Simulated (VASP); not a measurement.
# Ge2As in VASP: notebook

Runs on Ge2As. Level: PBE. Tasks: single point.

Program: VASP 6.6.1. These are calculated values, not measurements. Logs are shortened: lines on timing, memory, paths and dates and some standing lists are left out, and cuts for length are marked.

## 1. The cell of the first run

The cell holds an amorphous packing of atoms, 21 atoms: a = 8.299 Å, b = 7.757 Å, c = 7.835 Å, α = 91.55°, β = 89.55°, γ = 88.32°.

## 2. Single point, PBE

Input file INCAR:

```
SYSTEM = Ge2As
ALGO     = Normal         ! electronic algorithm
EDIFF    = 1E-6           ! SCF threshold, eV
ENCUT    = 520            ! plane-wave cutoff, eV
GGA      = PE             ! functional
ISIF     = 2              ! what is computed and relaxed
ISMEAR   = -1             ! smearing method
ISYM     = 0            
LASPH    = .True.         ! aspherical terms in the spheres
LCHARG   = .False.        ! write CHGCAR
LREAL    = Auto         
LWAVE    = .False.        ! write WAVECAR
NBANDS   = 132            ! bands
NELM     = 100            ! most SCF steps
PREC     = Accurate       ! precision mode
SIGMA    = 0.1034         ! smearing width, eV
```

Input file KPOINTS:

```
Automatic mesh
0
Gamma
  1 1 1
  0.25 0.25 0.25
```

Input file POSCAR:

```
Ge2As
1.0
    8.2985660000      0.1181100000      0.0324410000
    0.1181100000      7.7552490000     -0.1054300000
    0.0324410000     -0.1054300000      7.8345330000
As Ge
7 14
Direct
    0.5774796270      0.2168246341      0.7683500477
    0.6554262718      0.2102083716      0.1418918760
    0.4741000672      0.8692017762      0.8294713499
    0.7536483600      0.4996355916      0.4363732304
    0.6000217271      0.6598716995      0.1413535393
    0.9046351889      0.9677564108      0.4238300213
    0.1899219706      0.1274867167      0.0232278894
    0.1928919631      0.6039944711      0.8379682017
    0.5858448369      1.0023875221      0.5152419837
    0.3978492692      0.4170747062     -0.0121485788
    0.4404054510      0.5971031395      0.6572684537
    0.4247610998      0.9214956661      0.2413343097
    0.8542443157      0.9123478225      0.9699073692
    0.1358459040      0.2491962113      0.4884324030
    0.1908035626      0.8265654297      0.3906907961
    0.8576491600      0.4856326460      0.0659587819
    0.5067209205      0.3115982795      0.4161439199
    0.1874333381      0.5216958502      0.2769512706
    0.7682332753      0.7772282312      0.6515839447
    0.8740053374      0.1968338004      0.7046941509
    0.2439895272      0.0019589724      0.6860279062
```

Potentials or basis: VASP PAW PBE potentials, release 64 (As, Ge_d).

Launch:

```bash
$ cat potpaw_PBE.64/As/POTCAR potpaw_PBE.64/Ge_d/POTCAR > POTCAR
$ mpirun -np 1 vasp_std > vasp.out
```

OUTCAR:

```text
SYSTEM = Ge2As
   EDIFF = 1E-6
   ENCUT = 520
   GGA = PE
   ISIF = 2
   ISMEAR = -1
   ISYM = 0
   LASPH = .True.
   LREAL = Auto
   NELM = 100
   PREC = Accurate

 ion  position               nearest neighbor table
   1  0.577  0.217  0.768-  20 2.51   9 2.55  10 2.70   3 2.90
   2  0.655  0.210  0.142-  17 2.56  16 2.83
   3  0.474  0.869  0.829-  21 2.44  11 2.50   9 2.85  19 2.86   1 2.90
   4  0.754  0.500  0.436-  17 2.55  19 2.71
   5  0.600  0.660  0.141-  16 2.55  12 2.56  10 2.81
   6  0.905  0.968  0.424-  15 2.59  19 2.62   9 2.74  20 2.80
   7  0.190  0.127  0.023-  21 2.82  10 2.89
   8  0.193  0.604  0.838-  11 2.48  10 2.52
   9  0.586  0.002  0.515-  19 2.54   1 2.55  17 2.61  12 2.61   6 2.74   3 2.85
  10  0.398  0.417  0.988-   8 2.52   1 2.70   5 2.81   7 2.89
  11  0.440  0.597  0.657-   8 2.48   3 2.50  17 2.91
  12  0.425  0.921  0.241-  15 2.40   5 2.56   9 2.61
  13  0.854  0.912  0.970-  19 2.79
  14  0.136  0.249  0.488-  21 2.64  18 2.76  20 2.79
  15  0.191  0.827  0.391-  12 2.40  18 2.51   6 2.59  21 2.70
  16  0.858  0.486  0.066-   5 2.55   2 2.83
  17  0.507  0.312  0.416-   4 2.55   2 2.56   9 2.61  11 2.91
  18  0.187  0.522  0.277-  15 2.51  14 2.76
  19  0.768  0.777  0.652-   9 2.54   6 2.62   4 2.71  13 2.79   3 2.86
  20  0.874  0.197  0.705-   1 2.51  14 2.79   6 2.80
  21  0.244  0.002  0.686-   3 2.44  14 2.64  15 2.70   7 2.82

IMPORTANT INFORMATION: All symmetrisations will be switched off!
NOSYMM: (Re-)initialisation of all symmetry stuff for point group C_1.

----------------------------------------------------------------------------------------

                                     Primitive cell

  volume of cell :     504.0000

  direct lattice vectors                    reciprocal lattice vectors
     8.298566000  0.118110000  0.032441000     0.120531022 -0.001842772 -0.000523890
     0.118110000  7.755249000 -0.105430000    -0.001842772  0.128996693  0.001743550
     0.032441000 -0.105430000  7.834533000    -0.000523890  0.001743550  0.127665659

  length of vectors
     8.299469865  7.756864863  7.835309517     0.120546247  0.129021636  0.127678639

  position of ions in fractional coordinates (direct lattice)
     0.577479627  0.216824634  0.768350048
     0.655426272  0.210208372  0.141891876
     0.474100067  0.869201776  0.829471350
     0.753648360  0.499635592  0.436373230
     0.600021727  0.659871700  0.141353539
     0.904635189  0.967756411  0.423830021
[... 13 lines left out ...]
     0.874005337  0.196833800  0.704694151
     0.243989527  0.001958972  0.686027906

  ion indices of the primitive-cell ions
   primitive index   ion index
                 1           1
                 2           2
                 3           3
                 4           4
                 5           5
                 6           6
[... 13 lines left out ...]
                20          20
                21          21

----------------------------------------------------------------------------------------

 KPOINTS: Automatic mesh

Automatic generation of k-mesh.
 Grid dimensions read from file:
 generate k-points for:    1    1    1

 Generating k-lattice:

  Cartesian coordinates                     Fractional coordinates (reciprocal lattice)
     0.120531022 -0.001842772 -0.000523890     1.000000000  0.000000000 -0.000000000
    -0.001842772  0.128996693  0.001743550     0.000000000  1.000000000 -0.000000000
    -0.000523890  0.001743550  0.127665659    -0.000000000  0.000000000  1.000000000

  Length of vectors
     0.120546247  0.129021636  0.127678639

  Shift w.r.t. Gamma in fractional coordinates (k-lattice)
     0.250000000  0.250000000  0.250000000

 Subroutine IBZKPT returns following result:
 ===========================================

 Found      1 irreducible k-points:

 Following reciprocal coordinates:
            Coordinates               Weight
  0.250000  0.250000  0.250000      2.000000
   k-points           NKPTS =      1   k-points in BZ     NKDIM =      1   number of bands    NBANDS=    132
   number of dos      NEDOS =    301   number of ions     NIONS =     21
   total plane-waves  NPLWV = 230400
   dimension x,y,z NGX =    64 NGY =   60 NGZ =   60
   dimension x,y,z NGXF=   128 NGYF=  120 NGZF=  120
   ions per type =               7  14
   NGX,Y,Z   is equivalent  to a cutoff of  12.82, 12.86, 12.73 a.u.
   NGXF,Y,Z  is equivalent  to a cutoff of  25.64, 25.72, 25.46 a.u.
 SYSTEM =  Ge2As
   PREC   = accura    normal or accurate (medium, high low for compatibility)
   ISTART =      0    job   : 0-new  1-cont  2-samecut
   ICHARG =      2    charge: 1-file 2-atom 10-const
   ISPIN  =      1    spin polarized calculation?
   LNONCOLLINEAR =      F non collinear calculations
   LSORBIT =      F    spin-orbit coupling
   LASPH  =      T    aspherical Exc in radial PAW
   ENCUT  =  520.0 eV  38.22 Ry    6.18 a.u.  15.43 14.42 14.57*2*pi/ulx,y,z
   NELM   =    100;   NELMIN=  2; NELMDL= -5     # of ELM steps
   EDIFF  = 0.1E-05   stopping-criterion for ELM
   LREAL  =      T    real-space projection
   EDIFFG = 0.1E-04   stopping-criterion for IOM
   NSW    =      0    number of steps for IOM
   IBRION =     -1    ionic relax: 0-MD 1-quasi-New 2-CG
   NFREE  =      0    steps in history (QN), initial steepest desc. (CG)
   ISIF   =      2    stress and relaxation
   ISYM   =      0    0-nonsym 1-usesym 2-fastsym
   POTIM  = 0.5000    time-step for ionic-motion
   TEBEG  =    0.0;   TEEND  =   0.0 temperature during run
   PSTRESS=    0.0 pullay stress
   NELECT =     231.0000    total number of electrons
   NUPDOWN=      -1.0000    fix difference up-down
   EMIN   =  10.00;   EMAX   =-10.00  energy-range for DOS
   EFERMI =   0.00;   METHOD = LEGACY
   ISMEAR =    -1;   SIGMA  =   0.10  broadening in eV -4-tet -1-fermi 0-gaus
   EFERMI_NEDOS =   21; number of points for ismear=-14 and -15
   IALGO  =     38    algorithm
   IMIX   =      4    mixing-type and parameters
     AMIX     =   0.40;   BMIX     =  1.00
     AMIX_MAG =   1.60;   BMIX_MAG =  1.00
  volume/ion in A,a.u.               =      24.00       161.96
  Fermi-wavevector in a.u.,A,eV,Ry     =   1.262221  2.385251 21.676817  1.593201
  Thomas-Fermi vector in A             =   2.395640
   LORBIT       =      0    0 simple, 1 ext, 2 COOP (PROOUT), +10 PAW based schemes
   GGA     = PE    functional components
   LHFCALC =     F    Hartree Fock is set to
   AEXX    =    0.0000 exact exchange contribution
   IVDW    =     0    specifies the selected vdW correction
   LEPSILON=     F    determine dielectric tensor
   LRPA    =     F    only Hartree local field effects (RPA)
 non-spin polarized calculation
  energy-cutoff  :      520.00
  volume of cell :      504.00
 maximum number of plane-waves:     13581
 NGX is ok and might be reduce to    64
   NGX = 31   NGY = 29   NGZ = 29

 number of electron     230.9999981 magnetization

 Free energy of the ion-electron system (eV)
  ---------------------------------------------------
  ext. energy  EPLUGINS =         0.00000000
  ---------------------------------------------------
  free energy    TOTEN  =       -85.97517019 eV

  energy without entropy =      -85.53438432  energy(sigma->0) =      -85.75477725

 E-fermi :   4.2953     XC(G=0):  -9.7734

 val. band max:        4.2678076761   @ k =   0.2500   0.2500   0.2500
 cond. band min:       4.4717872977   @ k =   0.2500   0.2500   0.2500
 fundamental gap:      0.2039796216
 Fermi energy:         4.2952938711

 k-point     1 :       0.2500    0.2500    0.2500
  band No.  band energies     occupation
      1     -20.6619      2.00000
      2     -20.6570      2.00000
      3     -20.6551      2.00000
      4     -20.6402      2.00000
      5     -20.6169      2.00000
      6     -20.6140      2.00000
[... 119 lines left out ...]
    126       5.9431      0.00000
    127       6.0529      0.00000
 [bands above 127 left out]

------------------------ aborting loop because EDIFF is reached ----------------------------------------

  FORCE on cell =-STRESS in cart. coord.  units (eV):
  Direction    XX          YY          ZZ          XY          YZ          ZX
  --------------------------------------------------------------------------------------
  -------------------------------------------------------------------------------------
  Total       -2.5251826     -4.3485477     -1.4701944      2.0556945      0.7229975     -3.4876158
  in kB       -8.0273614    -13.8236986     -4.6736350      6.5348947      2.2983535    -11.0868623
  external PRESSURE =      -8.8415650 kB  Pullay stress =       0.0000000 kB

 VOLUME and BASIS-vectors are now :
 -----------------------------------------------------------------------------
  energy-cutoff  :      520.00
  volume of cell :      504.00
      direct lattice vectors                 reciprocal lattice vectors
     8.298566000  0.118110000  0.032441000     0.120531022 -0.001842772 -0.000523890
     0.118110000  7.755249000 -0.105430000    -0.001842772  0.128996693  0.001743550
     0.032441000 -0.105430000  7.834533000    -0.000523890  0.001743550  0.127665659

 POSITION                                       TOTAL-FORCE (eV/Angst)
 -----------------------------------------------------------------------------------
      4.84279      1.66873      6.01554        -0.084544      0.222133      0.148517
      5.46853      1.69267      1.11076         0.347551     -0.149809     -0.168035
      4.06392      6.70942      6.42226         0.369992     -0.349202      1.071840
      6.32737      3.91781      3.39055         0.223783      0.690530     -0.698530
      5.06184      5.17344      1.05733        -0.190580     -0.393665     -0.432075
      7.63523      7.56735      3.24783         0.460138      0.098927     -0.049336
[... 13 lines left out ...]
      7.29910      1.55543      5.52855         0.777545      0.136167      0.311904
      2.04725     -0.02832      5.38242        -0.746648      0.369598      0.081864
 -----------------------------------------------------------------------------------
    total drift:                                0.007400      0.002768      0.007464

  FREE ENERGIE OF THE ION-ELECTRON SYSTEM (eV)
  ---------------------------------------------------
  free  energy   TOTEN  =       -85.9751701873 eV

  energy  without entropy=      -85.5343843200  energy(sigma->0) =      -85.75477725
```

It took 4.5 min on 1 thread of AMD EPYC 7R13 (Zen 3), shared host; peak memory 0.47 GiB.

What came out:

| Item | Value |
| --- | --- |
| Free energy | -85.9752 eV |
| Pressure | -0.9 GPa |
| Largest force | 1.453 eV/Å |

Forces in eV/Å, atoms in the order of the input:
```
As  -0.085  0.222  0.149
As   0.348 -0.150 -0.168
As   0.370 -0.349  1.072
As   0.224  0.691 -0.699
As  -0.191 -0.394 -0.432
As   0.460  0.099 -0.049
As   0.068 -0.264 -0.621
Ge  -0.689  0.244 -0.274
Ge  -0.062 -0.308 -0.369
Ge   0.176 -0.311  1.409
Ge  -0.392 -0.412 -0.837
Ge   0.571  0.894 -0.556
Ge  -0.027  0.186  0.302
Ge  -0.064  0.343 -0.136
Ge  -0.956  0.016  0.998
Ge  -0.005 -0.322  0.186
Ge  -0.548  0.736  0.062
Ge   0.117 -0.909 -0.511
Ge   0.653 -0.518  0.081
Ge   0.778  0.136  0.312
Ge  -0.747  0.370  0.082
```

Levels at points of the mesh, in eV from the Fermi level:
```csv
k point,band 114,band 115,band 116,band 117,band 118,band 119
"(0.25, 0.25, 0.25)",-0.36,-0.11,-0.03,0.18,0.30,0.44
```

Caveat: the k points lie up to 0.81 Å⁻¹ apart.

## 3. Single point, PBE

Input file INCAR:

```
PREC     = Accurate       # precision mode
ENCUT    = 520            # plane-wave cutoff, eV
EDIFF    = 1E-7           # SCF threshold, eV
ISMEAR   = -1             # smearing method
SIGMA    = 0.1034         # smearing width, eV
LREAL    = Auto         
LASPH    = T              # aspherical terms in the spheres
NELM     = 100            # most SCF steps
ALGO     = Normal         # electronic algorithm
ISIF     = 2              # what is computed and relaxed
LWAVE    = F              # write WAVECAR
LCHARG   = T              # write CHGCAR
GGA      = PE             # functional
LELF     = T              # ELF
LVHAR    = T            
ISYM     = 0            
NBANDS   = 132            # bands
```

KPOINTS is that of step 2.

Input file POSCAR:

```
Ge2As
1.0
    8.2985660000      0.1181100000      0.0324410000
    0.1181100000      7.7552490000     -0.1054300000
    0.0324410000     -0.1054300000      7.8345330000
As Ge
7 14
Direct
    0.5894527353      0.2535245644      0.7435586344
    0.6373284114      0.2088522594      0.1477011741
    0.4804711849      0.8714508133      0.8749454618
    0.7417420906      0.5137893194      0.4147421362
    0.5874736450      0.6683288786      0.1276427939
    0.9015673996      1.0036977810      0.4279364334
    0.1496434679      0.1627485688      0.0132416314
    0.1853979784      0.5863400876      0.7869366738
    0.5766007971      0.9922835499      0.5184987986
    0.3876628817      0.4452056649      0.0109043975
    0.4444320006      0.5950836625      0.6586535346
    0.4292980103      0.9580511299      0.2612961709
    0.8335937829      0.9009748423      0.9883430399
    0.1214536836      0.2775129047      0.5194211457
    0.1692280566      0.8543319035      0.3799408701
    0.8666008272      0.4528692697      0.0890370376
    0.4743039593      0.3173920951      0.4109339706
    0.2108258794      0.5179690826      0.2414289503
    0.7729500748      0.7862309173      0.6195264035
    0.9043841177      0.2338564968      0.7125217757
    0.2144295713     -0.0286464982      0.7032301083
```

Potentials or basis: VASP PAW PBE potentials, release 64 (As, Ge_d).

Launch:

```bash
$ cat potpaw_PBE.64/As/POTCAR potpaw_PBE.64/Ge_d/POTCAR > POTCAR
$ mpirun -np 1 vasp_std > vasp.out
```

Wall time 5.6 min (1 thread of AMD EPYC 7R13 (Zen 3), shared host); peak memory 0.47 GiB.

The run converged. Its results:

```
Free energy   : -86.5642 eV
Pressure      : -1.2 GPa
Largest force : 2.080 eV/Å
```

Forces in eV/Å, atoms in the order of the input:
```
As   0.082 -0.275 -0.207
As   0.194 -0.488  0.033
As   0.472 -0.376 -0.478
As  -0.282  0.075 -0.723
As   0.435  0.417 -0.231
As   0.383  0.140 -0.526
As  -0.545  0.147 -0.720
Ge  -1.379 -0.097 -0.011
Ge  -0.178  0.814  1.378
Ge   0.589 -0.877 -0.914
Ge   0.995  0.103 -0.530
Ge  -0.215  0.105 -1.227
Ge  -0.595  0.153  0.001
Ge   1.267  0.516 -0.741
Ge  -0.079 -0.741 -0.006
Ge  -0.005 -0.075  0.401
Ge   0.077  0.966  0.459
Ge  -1.459  0.073  1.481
Ge   0.945 -0.926  1.086
Ge  -0.838 -0.029  1.234
Ge   0.137  0.372  0.244
```

Stress tensor (GPa, compression positive):
```
-0.50  0.34 -2.55
 0.34 -3.38  0.13
-2.55  0.13  0.17
```

Levels at points of the mesh, in eV from the Fermi level:
```csv
k point,band 111,band 112,band 113,band 114,band 115,band 116,band 117,band 118,band 119,band 120
"(0.25, 0.25, 0.25)",-0.93,-0.63,-0.53,-0.38,-0.16,0.05,0.08,0.40,0.57,0.79
```

Caveat: the k points lie up to 0.81 Å⁻¹ apart.

[end of part 1 of 3]
